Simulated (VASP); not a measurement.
# TeMo5 (F-43m) in VASP: notebook, part 2 of 3

VASP 6.6.1. The steps go on from the part before.

## (4) Relaxation of cell and atoms, PBE

This run uses another cell than the first one, of 21.32 Å³/atom.

The input, INCAR:

```
SYSTEM = TeMo5
  PREC = Accurate
  ENCUT = 600
  EDIFF = 1E-6
  ISMEAR = 0
  SIGMA = 0.1
  LREAL = .FALSE.
  LASPH = .TRUE.
  NELM = 60
  ALGO = Normal
  ISIF = 3
  LWAVE = .FALSE.
  LCHARG = .FALSE.
  GGA = PE
  IBRION = 2
  NSW = 90
  EDIFFG = -0.04
```

The input, KPOINTS:

```
regular mesh
0
G
  4 4 4
  0 0 0
```

The input, POSCAR:

```
TeMo5
1.0
    0.0000000000      3.9994470400      3.9994470400
    3.9994470400      0.0000000000      3.9994470400
    3.9994470400      3.9994470400      0.0000000000
Te Mo
1 5
Direct
    0.0000000000      0.0000000000      0.0000000000
    0.2500000000      0.2500000000      0.2500000000
    0.6255728100      0.1232815800      0.6255728100
    0.6255728100      0.6255728100      0.1232815800
    0.6255728100      0.6255728100      0.6255728100
    0.1232815800      0.6255728100      0.6255728100
```

Potentials or basis: VASP PAW PBE potentials, release 64 (Te, Mo_sv).

Launch:

```
$ cat potpaw_PBE.64/Te/POTCAR potpaw_PBE.64/Mo_sv/POTCAR > POTCAR
$ mpirun -np 1 vasp_std > vasp.out
```

OUTCAR:

```text
SYSTEM = TeMo5
   PREC = Accurate
   ENCUT = 600
   EDIFF = 1E-6
   ISMEAR = 0
   LREAL = .FALSE.
   LASPH = .TRUE.
   NELM = 60
   ISIF = 3
   GGA = PE
   IBRION = 2
   NSW = 90
   EDIFFG = -0.04

 ion  position               nearest neighbor table
   1  0.000  0.000  0.000-   3 3.31   4 3.31   6 3.31   5 3.31   5 3.31   5 3.31   3 3.31   3 3.31
                             6 3.31   4 3.31   4 3.31   6 3.31   2 3.46   2 3.46   2 3.46   2 3.46
   2  0.250  0.250  0.250-   3 3.32   6 3.32   4 3.32   6 3.32   3 3.32   4 3.32   5 3.32   5 3.32
                             5 3.32   4 3.32   6 3.32   3 3.32   1 3.46   1 3.46   1 3.46   1 3.46
   3  0.626  0.123  0.626-   4 2.82   5 2.82   6 2.82   4 2.84   5 2.84   6 2.84   1 3.31   1 3.31
                             1 3.31   2 3.32   2 3.32   2 3.32
   4  0.626  0.626  0.123-   3 2.82   5 2.82   6 2.82   5 2.84   3 2.84   6 2.84   1 3.31   1 3.31
                             1 3.31   2 3.32   2 3.32   2 3.32
   5  0.626  0.626  0.626-   3 2.82   4 2.82   6 2.82   4 2.84   3 2.84   6 2.84   1 3.31   1 3.31
                             1 3.31   2 3.32   2 3.32   2 3.32
   6  0.123  0.626  0.626-   3 2.82   4 2.82   5 2.82   5 2.84   4 2.84   3 2.84   1 3.31   1 3.31
                             1 3.31   2 3.32   2 3.32   2 3.32

  LATTYP: Found a face centered cubic cell.
 ALAT       =     7.9988940800

  Lattice vectors:

 A1 = (   0.0000000000,   3.9994470400,   3.9994470400)
 A2 = (   3.9994470400,   0.0000000000,   3.9994470400)
 A3 = (   3.9994470400,   3.9994470400,   0.0000000000)

Analysis of symmetry for initial positions (statically):
=====================================================================
 Subroutine PRICEL returns:
 Original cell was already a primitive cell.

 Routine SETGRP: Setting up the symmetry group for a
 face centered cubic supercell.

 Subroutine GETGRP returns: Found 24 space group operations
 (whereof 24 operations were pure point group operations)
 out of a pool of 48 trial point group operations.

The static configuration has the point symmetry T_d .

Analysis of symmetry for dynamics (positions and initial velocities):
=====================================================================
 Subroutine PRICEL returns:
 Original cell was already a primitive cell.

 Routine SETGRP: Setting up the symmetry group for a
 face centered cubic supercell.

 Subroutine GETGRP returns: Found 24 space group operations
 (whereof 24 operations were pure point group operations)
 out of a pool of 48 trial point group operations.

The dynamic configuration has the point symmetry T_d .

 Subroutine INISYM returns: Found 24 space group operations
 (whereof 24 operations are pure point group operations),
 and found     1 'primitive' translations

----------------------------------------------------------------------------------------

                                     Primitive cell

  volume of cell :     127.9469

  direct lattice vectors                    reciprocal lattice vectors
     0.000000000  3.999447040  3.999447040    -0.125017282  0.125017282  0.125017282
     3.999447040  0.000000000  3.999447040     0.125017282 -0.125017282  0.125017282
     3.999447040  3.999447040  0.000000000     0.125017282  0.125017282 -0.125017282

  length of vectors
     5.656072246  5.656072246  5.656072246     0.216536285  0.216536285  0.216536285

  position of ions in fractional coordinates (direct lattice)
     0.000000000  0.000000000  0.000000000
     0.250000000  0.250000000  0.250000000
     0.625572810  0.123281580  0.625572810
     0.625572810  0.625572810  0.123281580
     0.625572810  0.625572810  0.625572810
     0.123281580  0.625572810  0.625572810

  ion indices of the primitive-cell ions
   primitive index   ion index
                 1           1
                 2           2
                 3           3
                 4           4
                 5           5
                 6           6

----------------------------------------------------------------------------------------

 KPOINTS: regular mesh

Automatic generation of k-mesh.
 Grid dimensions read from file:
 generate k-points for:    4    4    4

 Generating k-lattice:

  Cartesian coordinates                     Fractional coordinates (reciprocal lattice)
    -0.031254321  0.031254321  0.031254321     0.250000000  0.000000000  0.000000000
     0.031254321 -0.031254321  0.031254321     0.000000000  0.250000000  0.000000000
     0.031254321  0.031254321 -0.031254321     0.000000000  0.000000000  0.250000000

  Length of vectors
     0.054134071  0.054134071  0.054134071

  Shift w.r.t. Gamma in fractional coordinates (k-lattice)
     0.000000000  0.000000000  0.000000000

 Subroutine IBZKPT returns following result:
 ===========================================

 Found      8 irreducible k-points:

 Following reciprocal coordinates:
            Coordinates               Weight
  0.000000  0.000000  0.000000      1.000000
  0.250000  0.000000  0.000000      8.000000
  0.500000  0.000000  0.000000      4.000000
  0.250000  0.250000  0.000000      6.000000
  0.500000  0.250000  0.000000     24.000000
 -0.250000  0.250000  0.000000     12.000000
  0.500000  0.500000  0.000000      3.000000
 -0.250000  0.500000  0.250000      6.000000
   k-points           NKPTS =      8   k-points in BZ     NKDIM =      8   number of bands    NBANDS=     45
   number of dos      NEDOS =    301   number of ions     NIONS =      6
   total plane-waves  NPLWV = 110592
   dimension x,y,z NGX =    48 NGY =   48 NGZ =   48
   dimension x,y,z NGXF=    96 NGYF=   96 NGZF=   96
   ions per type =               1   5
   NGX,Y,Z   is equivalent  to a cutoff of  14.11, 14.11, 14.11 a.u.
   NGXF,Y,Z  is equivalent  to a cutoff of  28.22, 28.22, 28.22 a.u.
 SYSTEM =  TeMo5
   PREC   = accura    normal or accurate (medium, high low for compatibility)
   ISTART =      0    job   : 0-new  1-cont  2-samecut
   ICHARG =      2    charge: 1-file 2-atom 10-const
   ISPIN  =      1    spin polarized calculation?
   LNONCOLLINEAR =      F non collinear calculations
   LSORBIT =      F    spin-orbit coupling
   LASPH  =      T    aspherical Exc in radial PAW
   ENCUT  =  600.0 eV  44.10 Ry    6.64 a.u.  11.30 11.30 11.30*2*pi/ulx,y,z
   NELM   =     60;   NELMIN=  2; NELMDL= -5     # of ELM steps
   EDIFF  = 0.1E-05   stopping-criterion for ELM
   LREAL  =      F    real-space projection
   EDIFFG = -.4E-01   stopping-criterion for IOM
   NSW    =     90    number of steps for IOM
   IBRION =      2    ionic relax: 0-MD 1-quasi-New 2-CG
   NFREE  =      1    steps in history (QN), initial steepest desc. (CG)
   ISIF   =      3    stress and relaxation
   ISYM   =      2    0-nonsym 1-usesym 2-fastsym
   POTIM  = 0.5000    time-step for ionic-motion
   TEBEG  =    0.0;   TEEND  =   0.0 temperature during run
   PSTRESS=    0.0 pullay stress
   NELECT =      76.0000    total number of electrons
   NUPDOWN=      -1.0000    fix difference up-down
   EMIN   =  10.00;   EMAX   =-10.00  energy-range for DOS
   EFERMI =   0.00;   METHOD = LEGACY
   ISMEAR =     0;   SIGMA  =   0.10  broadening in eV -4-tet -1-fermi 0-gaus
   EFERMI_NEDOS =   21; number of points for ismear=-14 and -15
   IALGO  =     38    algorithm
   IMIX   =      4    mixing-type and parameters
     AMIX     =   0.40;   BMIX     =  1.00
     AMIX_MAG =   1.60;   BMIX_MAG =  1.00
  volume/ion in A,a.u.               =      21.32       143.90
  Fermi-wavevector in a.u.,A,eV,Ry     =   1.376162  2.600568 25.766993  1.893821
  Thomas-Fermi vector in A             =   2.501431
   LORBIT       =      0    0 simple, 1 ext, 2 COOP (PROOUT), +10 PAW based schemes
   GGA     = PE    functional components
   LHFCALC =     F    Hartree Fock is set to
   AEXX    =    0.0000 exact exchange contribution
   IVDW    =     0    specifies the selected vdW correction
   LEPSILON=     F    determine dielectric tensor
   LRPA    =     F    only Hartree local field effects (RPA)
 conjugate gradient relaxation of ions
 non-spin polarized calculation
 Gauss-broadening in eV      SIGMA  =   0.10
  energy-cutoff  :      600.00
  volume of cell :      127.95
 maximum number of plane-waves:      4314
 NGX is ok and might be reduce to    48
   NGX = 23   NGY = 23   NGZ = 23

--------------------------------------- Ionic step        1  -------------------------------------------

 number of electron      76.0000001 magnetization

 Free energy of the ion-electron system (eV)
  ---------------------------------------------------
  ext. energy  EPLUGINS =         0.00000000
  ---------------------------------------------------
  free energy    TOTEN  =       -52.26467284 eV

  energy without entropy =      -52.20934038  energy(sigma->0) =      -52.23700661

 E-fermi :   9.0088     XC(G=0): -11.6094

 val. band max:        9.0076504832   @ k =  -0.2500   0.2500   0.0000
 cond. band min:       9.0151101682   @ k =   0.5000   0.5000   0.0000
 fundamental gap:      0.0074596850
 Fermi energy:         9.0087924404

 k-point     1 :       0.0000    0.0000    0.0000
  band No.  band energies     occupation
      1     -52.4453      2.00000
      2     -52.1369      2.00000
      3     -51.9911      2.00000
      4     -51.9911      2.00000
      5     -51.9911      2.00000
      6     -26.7474      2.00000
[... 570 lines left out ...]
  energy  without entropy=      -54.5745542696  energy(sigma->0) =      -54.59664910

--------------------------------------- Ionic step        6  -------------------------------------------

 number of electron      76.0000004 magnetization

 Free energy of the ion-electron system (eV)
  ---------------------------------------------------
  ext. energy  EPLUGINS =         0.00000000
  ---------------------------------------------------
  free energy    TOTEN  =       -54.61997905 eV

  energy without entropy =      -54.57710933  energy(sigma->0) =      -54.59854419

 E-fermi :  12.2002     XC(G=0): -12.7284

 val. band max:       12.1902193464   @ k =  -0.2500   0.2500   0.0000
 cond. band min:      12.2083859821   @ k =   0.5000   0.5000   0.0000
 fundamental gap:      0.0181666358
 Fermi energy:        12.2002410946

 k-point     1 :       0.0000    0.0000    0.0000
  band No.  band energies     occupation
      1     -49.0896      2.00000
      2     -48.9376      2.00000
      3     -48.6049      2.00000
      4     -48.6049      2.00000
      5     -48.6049      2.00000
      6     -24.2226      2.00000
[... 406 lines left out ...]
  FREE ENERGIE OF THE ION-ELECTRON SYSTEM (eV)
  ---------------------------------------------------
  free  energy   TOTEN  =       -54.6199790525 eV

  energy  without entropy=      -54.5771093317  energy(sigma->0) =      -54.59854419

 reached required accuracy - stopping structural energy minimisation
```

Run time: 12 min. Hardware: 1 thread of Intel Xeon 8259CL, shared host; peak memory 0.37 GiB.

Results:

| Item | Value |
| --- | --- |
| Free energy | -54.6200 eV |
| Relaxed volume | 17.20 Å³/atom |
| Relaxed cell | a = 5.265 Å, b = 5.265 Å, c = 5.265 Å, α = 60.00°, β = 60.00°, γ = 60.00° |
| Space group after relaxing (to 0.1 Å) | F-43m (No. 216) |
| Pressure after relaxing | 0.0 GPa |
| Largest force after relaxing | 0.038 eV/Å |
| Band gap on the k mesh | zero (bands 38 and 39 overlap by 1.00 eV) |

Forces in eV/Å, atoms in the order of the input:
```
Te   0.000  0.000  0.000
Mo   0.000  0.000  0.000
Mo   0.022 -0.022  0.022
Mo   0.022  0.022 -0.022
Mo  -0.022 -0.022 -0.022
Mo  -0.022  0.022  0.022
```

Final structure:
```
Te Mo
1.0
     0.00000    3.72258    3.72258
     3.72258    0.00000    3.72258
     3.72258    3.72258    0.00000
Te Mo
1 5
Direct
  0.00000 0.00000 0.00000
  0.25000 0.25000 0.25000
  0.62592 0.12224 0.62592
  0.62592 0.62592 0.12224
  0.62592 0.62592 0.62592
  0.12224 0.62592 0.62592
```

Caveat: the volume moved by over 15 % at a fixed basis, so the end points are rough; spin-orbit coupling is left out, which moves the levels of the heavy elements.

## (5) Single point, PBE, collinear spin

The input, INCAR:

```
PREC = Accurate
ENCUT = 520
EDIFF = 1E-6
ISMEAR = 0
SIGMA = 0.1
LREAL = F
LASPH = T
NELM = 150
ALGO = Normal
ISIF = 2
LWAVE = F
LCHARG = F
ISPIN = 2
MAGMOM = 0 1 1 1 1 1
LORBIT = 11
LMAXMIX = 4
GGA = PE
NBANDS = 51
```

The input, KPOINTS:

```
regular mesh
0
Gamma
  4 4 4
```

The input, POSCAR:

```
TeMo5
1.0
    0.0000000000      3.7201785752      3.7201785752
    3.7201785752      0.0000000000      3.7201785752
    3.7201785752      3.7201785752      0.0000000000
Te Mo
1 5
Direct
    0.0000000000      0.0000000000      0.0000000000
    0.7500000000      0.7500000000      0.7500000000
    0.8779508073      0.3740163976      0.3740163976
    0.3740163976      0.3740163976      0.3740163976
    0.3740163976      0.8779508073      0.3740163976
    0.3740163976      0.3740163976      0.8779508073
```

Launch:

```
$ cat potpaw_PBE.64/Te/POTCAR potpaw_PBE.64/Mo_sv/POTCAR > POTCAR
$ mpirun -np 1 vasp_std > vasp.out
```

Wall time 3.6 min (1 thread of Intel Xeon 8259CL, shared host); peak memory 0.3 GiB.

It converged, with:

```yaml
Free_energy: -54.6067 eV
Pressure: 0.4 GPa
Largest_force: 0.061 eV/Å
Band_gap_on_the_k_mesh: zero (filled and empty bands overlap)
Net_moment: -0.04 μB per cell
Site_moments: Te -0.00; Mo -0.02, -0.00 (each value once) μB
Valence_electrons_inside_the_program's_atomic_spheres: Te 3.27; Mo 12.16, 12.63 (each value once)
```

Forces on the atoms (eV/Å):
```
Te   0.000  0.000  0.000
Mo   0.000  0.000  0.000
Mo   0.035 -0.035 -0.035
Mo   0.035  0.035  0.035
Mo  -0.035  0.035 -0.035
Mo  -0.035 -0.035  0.035
```

Levels at points of the mesh, in eV from the Fermi level:
Spin up:
```csv
k point,band 34,band 35,band 36,band 37,band 38,band 39,band 40,band 41,band 42,band 43
"(0.00, 0.00, 0.00)",-1.36,-1.31,-1.31,0.71,0.71,0.71,1.41,1.41,1.41,1.82
"(0.50, 0.00, 0.00)",-1.58,-1.58,-1.14,-0.84,0.43,0.43,0.60,0.73,0.73,1.16
"(0.50, 0.50, 0.00)",-1.90,-1.62,-1.07,-1.07,-0.93,-0.29,0.01,0.87,0.98,1.18
```
Spin down:
```csv
k point,band 35,band 36,band 37,band 38,band 39,band 40,band 41,band 42
"(0.00, 0.00, 0.00)",-1.32,-1.32,0.70,0.70,0.70,1.41,1.41,1.41
"(0.50, 0.00, 0.00)",-1.58,-1.14,-0.85,0.42,0.42,0.60,0.73,0.73
"(0.50, 0.50, 0.00)",-1.63,-1.07,-1.07,-0.94,-0.30,0.01,0.87,0.97
```

Caveat: the k points lie up to 0.37 Å⁻¹ apart, too coarse for converged energies and pressures of a metal; spin-orbit coupling is left out, which moves the levels of the heavy elements.

(Continued in part 3 of 3.)
